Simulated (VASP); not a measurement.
## Na: single point with LDA

Crystal: Na.

```
Na
1.0
     0.00000    2.04081    2.04081
     2.04081    0.00000    2.04081
     2.04081    2.04081    0.00000
Na
1
Direct
  0.00000 0.00000 0.00000
```

This isn't the form of Na at room conditions, which is bcc.

```
Program                : VASP 6.6.1
Task                   : single point
Functional             : LDA
Potentials or basis    : VASP PAW LDA potentials, release 64 (Na_pv)
Cutoff                 : 520 eV
k mesh                 : 16 × 16 × 16
Occupations            : fermi-dirac, width 0.1 eV
Spin                   : no spin polarisation
Dipole correction      : no
Further INCAR settings : ALGO = Normal; EDIFF = 1e-07; NBANDS = 10
```

- Pressure: 22.1 GPa
- Band gap on the k mesh: zero (an odd number of electrons rules out a gap without spin polarisation)

Levels at points of the mesh, in eV from the Fermi level:
| k point | band 1 | band 2 | band 3 | band 4 | band 5 | band 6 | band 7 | band 8 |
| --- | --- | --- | --- | --- | --- | --- | --- | --- |
| (0.00, 0.00, 0.00) | -24.97 | -24.97 | -24.97 | -5.41 | 16.36 | 16.36 | 16.36 | 18.59 |
| (0.50, 0.00, 0.00) | -25.41 | -25.02 | -25.02 | 0.72 | 1.73 | 14.80 | 14.80 | 17.05 |
| (0.50, 0.50, 0.00) | -25.37 | -25.12 | -25.12 | 2.96 | 3.07 | 8.42 | 12.04 | 12.04 |

Wall time 14 s on 1 thread of Intel Xeon 8259CL, with other jobs on the host, peak memory 0.13 GiB.

Caveat: the cell stands under pressure.
